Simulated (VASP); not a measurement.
A run of VASP 6.6.1 is set up as follows.

File INCAR:

```
SYSTEM = Al2Ru
  ALGO = Normal
  EDIFF = 1E-6
  ENCUT = 520
  GGA = PS
  ISIF = 2
  ISMEAR = 0
  LASPH = .True.
  LCHARG = .False.
  LREAL = .False.
  LWAVE = .False.
  NBANDS = 29
  NELM = 80
  PREC = Accurate
  SIGMA = 0.03
```

The input KPOINTS:

```
k-points
0
Gamma
  10 10 10
  0 0 0
```

File POSCAR:

```
Al2Ru
1.0
    0.0000000000      3.9876480406      4.2535269682
    2.3505690924      0.0000000000      4.2535269682
    2.3505690924      3.9876480406      0.0000000000
Al Ru
4 2
Direct
    0.0789481736      0.4210518264      0.0789481736
    0.4210518264      0.0789481736      0.4210518264
    0.1710518264      0.8289481736      0.1710518264
    0.8289481736      0.1710518264      0.8289481736
    0.7500000000      0.7500000000      0.7500000000
    0.5000000000      0.5000000000      0.5000000000
```

Potentials or basis: VASP PAW PBE potentials, release 64 (Al, Ru_pv).

The run is started by

```bash
$ cat potpaw_PBE.64/Al/POTCAR potpaw_PBE.64/Ru_pv/POTCAR > POTCAR
$ mpirun -np 1 vasp_std > vasp.out
```

**Question.** Predict the largest force.

**Answer.** 0.049 eV/Å.

**Question.** Estimate the pressure.

**Answer.** 6.7 GPa.

Stress tensor (GPa, compression positive):
```
 3.63  0.00  0.00
 0.00  2.93  0.00
 0.00  0.00 13.41
```

Caveat: the cell differs from its parent crystal (strain +0.000 along x and y, -0.030 along z); the stress differs along the axes, from 3 to 13 GPa; the PAW data sets were made with another functional, which shifts forces and pressure a little.
